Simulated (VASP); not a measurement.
# Fe (P6_3/mmc) in VASP: further runs

Fe is run at these levels: PBEsol; tasks: single point.

Everything below comes from runs of VASP 6.6.1. Logs are shortened: lines on timing, memory, paths and dates and some standing lists are left out, and cuts for length are marked.

## (1) The cell of the first run

It takes space group P6_3/mmc (No. 194, hexagonal). Conventional cell: a = 2.325 Å, b = 2.325 Å, c = 3.689 Å, α = 90.00°, β = 90.00°, γ = 120.00°. Within 3.0 Å of Fe (site symmetry -6m2) lie 12 Fe at 2.28 to 2.33 Å.

## (2) Single point, PBEsol (volume scaled by 0.88, then relaxed in part)

The input, INCAR:

```
ALGO = Fast
EDIFF = 1E-6
ENCUT = 520
GGA = PS
ISIF = 2
ISMEAR = 0
LASPH = True
LCHARG = False
LREAL = False
LWAVE = False
NBANDS = 15
NELM = 100
PREC = Accurate
SIGMA = 0.1
```

The input, KPOINTS:

```
k-points
0
Gamma
  18 18 12
```

The input, POSCAR:

```
Fe
1.0
    2.3251980313      0.0000000000      0.0000000000
   -1.1625990157      2.0136805639      0.0000000000
    0.0000000000      0.0000000000      3.6890061295
Fe
2
Direct
    0.3333333333      0.6666666667      0.2500000000
    0.6666666667      0.3333333333      0.7500000000
```

Potentials or basis: VASP PAW PBE potentials, release 64 (Fe).

Run with:

```console
$ cat potpaw_PBE.64/Fe/POTCAR > POTCAR
$ mpirun -np 1 vasp_std > vasp.out
```

OUTCAR:

```text
EDIFF = 1E-6
   ENCUT = 520
   GGA = PS
   ISIF = 2
   ISMEAR = 0
   LASPH = True
   LREAL = False
   NELM = 100
   PREC = Accurate

 ion  position               nearest neighbor table
   1  0.333  0.667  0.250-   2 2.28   2 2.28   2 2.28   2 2.28   2 2.28   2 2.28
   2  0.667  0.333  0.750-   1 2.28   1 2.28   1 2.28   1 2.28   1 2.28   1 2.28

  LATTYP: Found a hexagonal cell.
 ALAT       =     2.3251980313
 C/A-ratio  =     1.5865341704

  Lattice vectors:

 A1 = (   2.3251980313,   0.0000000000,   0.0000000000)
 A2 = (  -1.1625990157,   2.0136805639,   0.0000000000)
 A3 = (   0.0000000000,   0.0000000000,   3.6890061295)

Analysis of symmetry for initial positions (statically):
=====================================================================
 Subroutine PRICEL returns:
 Original cell was already a primitive cell.

 Routine SETGRP: Setting up the symmetry group for a
 hexagonal supercell.

 Subroutine GETGRP returns: Found 24 space group operations
 (whereof 12 operations were pure point group operations)
 out of a pool of 24 trial point group operations.

The static configuration has the point symmetry D_3d.
 The point group associated with its full space group is D_6h.

Analysis of symmetry for dynamics (positions and initial velocities):
=====================================================================
 Subroutine PRICEL returns:
 Original cell was already a primitive cell.

 Routine SETGRP: Setting up the symmetry group for a
 hexagonal supercell.

 Subroutine GETGRP returns: Found 24 space group operations
 (whereof 12 operations were pure point group operations)
 out of a pool of 24 trial point group operations.

The dynamic configuration has the point symmetry D_3d.
 The point group associated with its full space group is D_6h.

 Subroutine INISYM returns: Found 24 space group operations
 (whereof 12 operations are pure point group operations),
 and found     1 'primitive' translations

----------------------------------------------------------------------------------------

                                     Primitive cell

  volume of cell :      17.2727

  direct lattice vectors                    reciprocal lattice vectors
     2.325198031  0.000000000  0.000000000     0.430070896  0.248301547  0.000000000
    -1.162599016  2.013680564  0.000000000     0.000000000  0.496603095  0.000000000
     0.000000000  0.000000000  3.689006130     0.000000000  0.000000000  0.271075722

  length of vectors
     2.325198031  2.325198031  3.689006130     0.496603095  0.496603095  0.271075722

  position of ions in fractional coordinates (direct lattice)
     0.333333333  0.666666667  0.250000000
     0.666666667  0.333333333  0.750000000

  ion indices of the primitive-cell ions
   primitive index   ion index
                 1           1
                 2           2

----------------------------------------------------------------------------------------

 KPOINTS: k-points

Automatic generation of k-mesh.
 Grid dimensions read from file:
 generate k-points for:   18   18   12

 Generating k-lattice:

  Cartesian coordinates                     Fractional coordinates (reciprocal lattice)
     0.023892828  0.013794530  0.000000000     0.055555556  0.000000000  0.000000000
     0.000000000  0.027589061  0.000000000     0.000000000  0.055555556  0.000000000
     0.000000000  0.000000000  0.022589643     0.000000000  0.000000000  0.083333333

  Length of vectors
     0.027589061  0.027589061  0.022589643

  Shift w.r.t. Gamma in fractional coordinates (k-lattice)
     0.000000000  0.000000000  0.000000000

 Subroutine IBZKPT returns following result:
 ===========================================

 Found    259 irreducible k-points:

 Following reciprocal coordinates:
            Coordinates               Weight
  0.000000  0.000000  0.000000      1.000000
  0.055556  0.000000  0.000000      6.000000
  0.111111  0.000000  0.000000      6.000000
  0.166667  0.000000  0.000000      6.000000
  0.222222  0.000000  0.000000      6.000000
  0.277778  0.000000  0.000000      6.000000
[... 16 lines left out ...]
  0.333333  0.111111  0.000000     12.000000
  0.388889  0.111111  0.000000     12.000000
 [... further k-points ...]
   k-points           NKPTS =    259   k-points in BZ     NKDIM =    259   number of bands    NBANDS=     15
   number of dos      NEDOS =    301   number of ions     NIONS =      2
   total plane-waves  NPLWV =   9072
   dimension x,y,z NGX =    18 NGY =   18 NGZ =   28
   dimension x,y,z NGXF=    36 NGYF=   36 NGZF=   56
   ions per type =               2
   NGX,Y,Z   is equivalent  to a cutoff of  12.87, 12.87, 12.62 a.u.
   NGXF,Y,Z  is equivalent  to a cutoff of  25.74, 25.74, 25.24 a.u.
 SYSTEM =  unknown system
   PREC   = accura    normal or accurate (medium, high low for compatibility)
   ISTART =      0    job   : 0-new  1-cont  2-samecut
   ICHARG =      2    charge: 1-file 2-atom 10-const
   ISPIN  =      1    spin polarized calculation?
   LNONCOLLINEAR =      F non collinear calculations
   LSORBIT =      F    spin-orbit coupling
   LASPH  =      T    aspherical Exc in radial PAW
   ENCUT  =  520.0 eV  38.22 Ry    6.18 a.u.   4.32  4.32  6.86*2*pi/ulx,y,z
   NELM   =    100;   NELMIN=  2; NELMDL= -5     # of ELM steps
   EDIFF  = 0.1E-05   stopping-criterion for ELM
   LREAL  =      F    real-space projection
   EDIFFG = 0.1E-04   stopping-criterion for IOM
   NSW    =      0    number of steps for IOM
   IBRION =     -1    ionic relax: 0-MD 1-quasi-New 2-CG
   NFREE  =      0    steps in history (QN), initial steepest desc. (CG)
   ISIF   =      2    stress and relaxation
   ISYM   =      2    0-nonsym 1-usesym 2-fastsym
   POTIM  = 0.5000    time-step for ionic-motion
   TEBEG  =    0.0;   TEEND  =   0.0 temperature during run
   PSTRESS=    0.0 pullay stress
   NELECT =      16.0000    total number of electrons
   NUPDOWN=      -1.0000    fix difference up-down
   EMIN   =  10.00;   EMAX   =-10.00  energy-range for DOS
   EFERMI =   0.00;   METHOD = LEGACY
   ISMEAR =     0;   SIGMA  =   0.10  broadening in eV -4-tet -1-fermi 0-gaus
   EFERMI_NEDOS =   21; number of points for ismear=-14 and -15
   IALGO  =     68    algorithm
   IMIX   =      4    mixing-type and parameters
     AMIX     =   0.40;   BMIX     =  1.00
     AMIX_MAG =   1.60;   BMIX_MAG =  1.00
  volume/ion in A,a.u.               =       8.64        58.28
  Fermi-wavevector in a.u.,A,eV,Ry     =   1.595860  3.015739 34.650909  2.546770
  Thomas-Fermi vector in A             =   2.693713
   LORBIT       =      0    0 simple, 1 ext, 2 COOP (PROOUT), +10 PAW based schemes
   GGA     = PS    functional components
   LHFCALC =     F    Hartree Fock is set to
   AEXX    =    0.0000 exact exchange contribution
   IVDW    =     0    specifies the selected vdW correction
   LEPSILON=     F    determine dielectric tensor
   LRPA    =     F    only Hartree local field effects (RPA)
 non-spin polarized calculation
 RMM-DIIS sequential band-by-band and
 Gauss-broadening in eV      SIGMA  =   0.10
  energy-cutoff  :      520.00
  volume of cell :       17.27
 maximum number of plane-waves:       494
 NGX is ok and might be reduce to    18
   NGX =  9   NGY =  9   NGZ = 13

 number of electron      16.0000006 magnetization

 Free energy of the ion-electron system (eV)
  ---------------------------------------------------
  ext. energy  EPLUGINS =         0.00000000
  ---------------------------------------------------
  free energy    TOTEN  =       -17.52303181 eV

  energy without entropy =      -17.51244884  energy(sigma->0) =      -17.51774032

 E-fermi :   8.7777     XC(G=0): -14.9477

 val. band max:        8.7713413462   @ k =   0.2778   0.1667   0.0000
 cond. band min:       8.7922970707   @ k =   0.2778   0.0000   0.0000
 fundamental gap:      0.0209557245
 Fermi energy:         8.7776868040

 k-point     1 :       0.0000    0.0000    0.0000
  band No.  band energies     occupation
      1      -1.1417      2.00000
      2       2.7306      2.00000
      3       6.6642      2.00000
      4       6.6642      2.00000
      5       6.8066      2.00000
      6       7.2652      2.00000
      7       7.2652      2.00000
      8       7.7327      2.00000
      9       7.7327      2.00000
     10       9.3604      0.00000
     11       9.6956      0.00000
     12       9.6956      0.00000
     13      19.3298      0.00000
     14      32.0504      0.00000
     15      36.2708      0.00000

 k-point     2 :       0.0556    0.0000    0.0000
  band No.  band energies     occupation
      1      -1.0090      2.00000
      2       2.8211      2.00000
      3       6.4417      2.00000
      4       6.7469      2.00000
      5       6.9956      2.00000
      6       7.2218      2.00000
      7       7.3380      2.00000
      8       7.6290      2.00000
      9       7.6738      2.00000
     10       8.4515      2.00000
     11       9.7248      0.00000
     12      10.7689      0.00000
     13      19.3292      0.00000
     14      31.7519      0.00000
     15      35.3126      0.00000

 k-point     3 :       0.1111    0.0000    0.0000
  band No.  band energies     occupation
      1      -0.6199      2.00000
      2       3.0722      2.00000
      3       6.1138      2.00000
      4       6.9894      2.00000
      5       7.0689      2.00000
      6       7.0742      2.00000
      7       7.2855      2.00000
      8       7.5145      2.00000
      9       7.5505      2.00000
     10       7.8716      2.00000
     11       9.7991      0.00000
     12      12.0899      0.00000
     13      19.3307      0.00000
     14      30.5398      0.00000
     15      33.9482      0.00000
[... 343 lines left out ...]
 k-point    23 :       0.3333    0.1111    0.0000
  band No.  band energies     occupation
      1       3.2379      2.00000
      2       3.6938      2.00000
      3       3.8396      2.00000
      4       5.5071      2.00000
      5       6.2668      2.00000
      6       6.9780      2.00000
      7       7.2358      2.00000
      8       9.2111      0.00000
      9       9.6776      0.00000
     10      10.0538      0.00000
     11      10.9342      0.00000
     12      17.7125      0.00000
     13      19.9903      0.00000
     14      21.9771      0.00000
     15      24.7917      0.00000

 k-point    24 :       0.3889    0.1111    0.0000
  band No.  band energies     occupation
      1       3.3378      2.00000
      2       3.6265      2.00000
      3       3.6688      2.00000
      4       5.8553      2.00000
      5       6.2281      2.00000
      6       6.8327      2.00000
      7       7.4114      2.00000
      8       9.6516      0.00000
      9       9.9012      0.00000
     10      10.0672      0.00000
     11      11.9248      0.00000
     12      16.0164      0.00000
     13      21.4196      0.00000
     14      22.4828      0.00000
     15      24.1559      0.00000

 [... further k-points ...]
[... 5 lines left out ...]
  --------------------------------------------------------------------------------------
  -------------------------------------------------------------------------------------
  Total        5.9526403      5.9526403      5.9353005     -0.0000000      0.0000000      0.0000000
  in kB      552.1541287    552.1541287    550.5457190     -0.0000000      0.0000000      0.0000000
  external PRESSURE =     551.6179921 kB  Pullay stress =       0.0000000 kB

 VOLUME and BASIS-vectors are now :
 -----------------------------------------------------------------------------
  energy-cutoff  :      520.00
  volume of cell :       17.27
      direct lattice vectors                 reciprocal lattice vectors
     2.325198031  0.000000000  0.000000000     0.430070896  0.248301547  0.000000000
    -1.162599016  2.013680564  0.000000000     0.000000000  0.496603095  0.000000000
     0.000000000  0.000000000  3.689006130     0.000000000  0.000000000  0.271075722

 POSITION                                       TOTAL-FORCE (eV/Angst)
 -----------------------------------------------------------------------------------
     -0.00000      1.34245      0.92225         0.000000     -0.000000      0.000000
      1.16260      0.67123      2.76675        -0.000000      0.000000      0.000000
 -----------------------------------------------------------------------------------
    total drift:                                0.000000     -0.000000     -0.000000

  FREE ENERGIE OF THE ION-ELECTRON SYSTEM (eV)
  ---------------------------------------------------
  free  energy   TOTEN  =       -17.5230318141 eV

  energy  without entropy=      -17.5124488355  energy(sigma->0) =      -17.51774032
```

It took 26 s on 1 thread of Intel Xeon 6975P-C (Granite Rapids), shared host; peak memory 0.17 GiB.

Results:

| Item | Value |
| --- | --- |
| Free energy | -17.5230 eV |
| Pressure | 55.2 GPa |
| Band gap on the k mesh | zero (band 8 reaches 9.97 eV, above the bottom of band 9 at 7.50 eV) |

Levels at points of the mesh, in eV from the Fermi level:
```tsv
k point	band 4	band 5	band 6	band 7	band 8	band 9	band 10	band 11	band 12	band 13
(0.00, 0.00, 0.00)	-2.11	-1.97	-1.51	-1.51	-1.04	-1.04	0.58	0.92	0.92	10.55
(0.50, 0.00, 0.00)	-2.47	-2.39	-1.92	-1.35	1.08	1.37	1.39	3.33	5.90	12.91
(0.00, 0.00, 0.50)	-2.60	-2.25	-2.25	-2.25	-2.25	0.43	0.43	0.43	0.43	19.14
(0.50, 0.00, 0.50)	-4.01	-0.81	-0.81	0.16	0.16	1.26	1.26	2.98	2.98	11.06
```

Caveat: the PAW data sets were made with another functional, which shifts forces and pressure a little; the run has no spin polarisation, though such a crystal can be magnetic. Spin polarisation is off, so any magnetic state and its effect on volume and gap are missing.

## (3) Single point, PBEsol (volume scaled by 0.91, then relaxed in part)

The input, INCAR:

```
SYSTEM = Fe
PREC = Accurate
ENCUT = 520
EDIFF = 1E-7
ISMEAR = 0
SIGMA = 0.1
LREAL = .False.
LASPH = .True.
NELM = 100
ALGO = Normal
ISIF = 2
LWAVE = .False.
LCHARG = .False.
GGA = PS
NBANDS = 15
```

The input, KPOINTS:

```
Automatic mesh
0
Gamma
  18 18 12
  0 0 0
```

The input, POSCAR:

```
Fe
1.0
    2.3519155699      0.0000000000      0.0000000000
   -1.1759577850      2.0368186311      0.0000000000
    0.0000000000      0.0000000000      3.7285891869
Fe
2
Direct
    0.3333333333      0.6666666667      0.2500000000
    0.6666666667      0.3333333333      0.7500000000
```

Potentials or basis: VASP PAW PBE potentials, release 64 (Fe).

Run with:

```console
$ cat potpaw_PBE.64/Fe/POTCAR > POTCAR
$ mpirun -np 1 vasp_std > vasp.out
```

Wall time 25 s (1 thread of Intel Xeon 6975P-C (Granite Rapids), shared host); peak memory 0.17 GiB.

Results (log left out):

```
Free energy            : -17.6910 eV
Pressure               : 37.2 GPa
Band gap on the k mesh : zero (band 8 reaches 9.47 eV, above the bottom of band 9 at 7.12 eV)
```

Stress tensor (GPa, compression positive):
```
37.25  0.00  0.00
 0.00 37.25  0.00
 0.00  0.00 37.09
```

Levels at points of the mesh, in eV from the Fermi level:
| k point | band 6 | band 7 | band 8 | band 9 | band 10 | band 11 |
| --- | --- | --- | --- | --- | --- | --- |
| (0.00, 0.00, 0.00) | -1.44 | -1.44 | -1.00 | -1.00 | 0.56 | 0.88 |
| (0.50, 0.00, 0.00) | -1.83 | -1.28 | 1.03 | 1.30 | 1.33 | 3.18 |
| (0.00, 0.00, 0.50) | -2.14 | -2.14 | -2.14 | 0.41 | 0.41 | 0.41 |
| (0.50, 0.00, 0.50) | -0.77 | 0.15 | 0.15 | 1.19 | 1.19 | 2.87 |

Caveat: the PAW data sets were made with another functional, which shifts forces and pressure a little; the run has no spin polarisation, though such a crystal can be magnetic.

## (4) Single point, PBEsol (volume scaled by 0.94, then relaxed in part)

The input, INCAR:

```
ALGO     = Normal         # electronic algorithm
EDIFF    = 1E-6           # SCF threshold, eV
ENCUT    = 520            # plane-wave cutoff, eV
GGA      = PS             # functional
ISIF     = 2              # what is computed and relaxed
ISMEAR   = 0              # smearing method
LASPH    = True           # aspherical terms in the spheres
LCHARG   = False          # write CHGCAR
LREAL    = False          # projectors in reciprocal space
LWAVE    = False          # write WAVECAR
NBANDS   = 15             # bands
NELM     = 60             # most SCF steps
PREC     = Accurate       # precision mode
SIGMA    = 0.1            # smearing width, eV
```

The input, KPOINTS:

```
k-points
0
Gamma
  18 18 12
```

The input, POSCAR:

```
Fe
1.0
    2.3780854516      0.0000000000      0.0000000000
   -1.1890427258      2.0594824135      0.0000000000
    0.0000000000      0.0000000000      3.7672074762
Fe
2
Direct
    0.3333333333      0.6666666667      0.2500000000
    0.6666666667      0.3333333333      0.7500000000
```

Run with:

```console
$ cat potpaw_PBE.64/Fe/POTCAR > POTCAR
$ mpirun -np 1 vasp_std > vasp.out
```

Run time: 23 s. Hardware: 1 thread of Intel Xeon 6975P-C (Granite Rapids), shared host; peak memory 0.17 GiB.

The run converged. Its results:

- Free energy: -17.7998 eV
- Pressure: 22.5 GPa
- Band gap on the k mesh: zero (band 8 reaches 9.00 eV, above the bottom of band 9 at 6.75 eV)

Stress tensor (GPa, compression positive):
```
22.52  0.00  0.00
 0.00 22.52  0.00
 0.00  0.00 22.35
```

Levels at points of the mesh, in eV from the Fermi level:
| k point | band 4 | band 5 | band 6 | band 7 | band 8 | band 9 | band 10 | band 11 | band 12 | band 13 |
| --- | --- | --- | --- | --- | --- | --- | --- | --- | --- | --- |
| (0.00, 0.00, 0.00) | -1.91 | -1.78 | -1.37 | -1.37 | -0.96 | -0.96 | 0.54 | 0.84 | 0.84 | 9.80 |
| (0.50, 0.00, 0.00) | -2.26 | -2.25 | -1.75 | -1.23 | 0.97 | 1.23 | 1.27 | 3.05 | 5.44 | 12.21 |
| (0.00, 0.00, 0.50) | -2.38 | -2.04 | -2.04 | -2.04 | -2.04 | 0.39 | 0.39 | 0.39 | 0.39 | 18.33 |
| (0.50, 0.00, 0.50) | -3.64 | -0.74 | -0.74 | 0.13 | 0.13 | 1.13 | 1.13 | 2.76 | 2.76 | 10.28 |

Caveat: the PAW data sets were made with another functional, which shifts forces and pressure a little; the run has no spin polarisation, though such a crystal can be magnetic. Spin polarisation is off, so any magnetic state and its effect on volume and gap are missing.

## (5) Summary

| cell | gap on the mesh (eV) | pressure (GPa) |
| --- | --- | --- |
| a = 2.325, b = 2.325, c = 3.689 Å, angles 90.0, 90.0, 120.0°, 2 atoms | none | 55.2 |
| a = 2.352, b = 2.352, c = 3.729 Å, angles 90.0, 90.0, 120.0°, 2 atoms | none | 37.2 |
| a = 2.378, b = 2.378, c = 3.767 Å, angles 90.0, 90.0, 120.0°, 2 atoms | none | 22.5 |

Alike in all rows: task single point; level PBEsol; potentials or basis VASP PAW PBE potentials, release 64 (Fe); no spin polarisation; k mesh 18 × 18 × 12; cutoff (eV) 520; smearing gaussian 0.1 eV.

Caveats: the PAW data sets were made with another functional, which shifts forces and pressure a little; the run has no spin polarisation, though such a crystal can be magnetic.

Total energies depend on the potentials used, so only differences within one code and one set of settings carry meaning.
